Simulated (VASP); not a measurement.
The system is Sc2Ta.

```
CELL_PARAMETERS angstrom
-3.32110 3.32110 2.59378
3.32110 -3.32110 2.59378
3.32110 3.32110 -2.59378
ATOMIC_POSITIONS crystal
Sc 0.15901 0.65901 0.81802
Sc 0.65901 0.84099 0.50000
Sc 0.34099 0.15901 0.50000
Sc 0.84099 0.34099 0.18198
Ta 0.75000 0.75000 0.00000
Ta 0.25000 0.25000 0.00000
```

The cell was generated, and may not be a known phase.

* Program: VASP 6.6.1
* Task: relaxation of cell and atoms
* Functional: PBE
* Potentials or basis: VASP PAW PBE potentials, release 64 (Sc_sv, Ta_pv)
* Cutoff: 600 eV
* k mesh: 4 × 4 × 4
* Occupations: gaussian, width 0.1 eV
* Spin: no spin polarisation

At the start: pressure 20.5 GPa; volume 19.07 Å³/atom.

Task: How do energy, volume and symmetry change on relaxing?

Result: Over 10 steps the energy falls by 219.8 meV/atom and the volume is 22.83 Å³/atom (+19.7 %); space group I4/mcm (No. 140, to 0.1 Å) before and after.

Step by step:
| step | energy change (eV) | largest force (eV/Å) | pressure (GPa) | volume (Å³) |
| --- | --- | --- | --- | --- |
| 1 | 0.0000 | 0.1561 | 20.50 | 114.43 |
| 2 | -0.3386 | 0.6712 | -9.89 | 159.63 |
| 3 | -1.2715 | 0.3467 | 0.01 | 136.06 |
| 4 | -1.2712 | 0.3384 | 0.31 | 135.60 |
| 5 | -1.2896 | 0.2596 | 0.25 | 135.97 |
| 6 | -1.3154 | 0.0331 | 0.18 | 137.09 |
| 7 | -1.3156 | 0.0108 | 0.18 | 137.20 |
| 8 | -1.3182 | 0.0203 | -0.42 | 138.04 |
| 9 | -1.3184 | 0.0191 | -0.30 | 137.87 |
| 10 | -1.3190 | 0.0061 | 0.17 | 136.96 |

Final structure:
```cif
data_structure
_symmetry_space_group_name_H-M 'P 1'
_symmetry_Int_Tables_number 1
_cell_length_a 5.6780
_cell_length_b 5.6780
_cell_length_c 5.6780
_cell_angle_alpha 104.269
_cell_angle_beta 104.269
_cell_angle_gamma 120.467
_cell_volume 136.96
loop_
_atom_site_label
_atom_site_type_symbol
_atom_site_fract_x
_atom_site_fract_y
_atom_site_fract_z
_atom_site_occupancy
Sc1 Sc 0.16568 0.66568 0.83137 1
Sc2 Sc 0.66568 0.83432 0.50000 1
Sc3 Sc 0.33432 0.16568 0.50000 1
Sc4 Sc 0.83432 0.33432 0.16863 1
Ta1 Ta 0.75000 0.75000 0.00000 1
Ta2 Ta 0.25000 0.25000 0.00000 1
```

Caveat: the k points lie up to 0.36 Å⁻¹ apart in the final cell, too coarse for converged energies and pressures of a metal; the volume moved by over 15 % at a fixed basis, so the end points are rough.
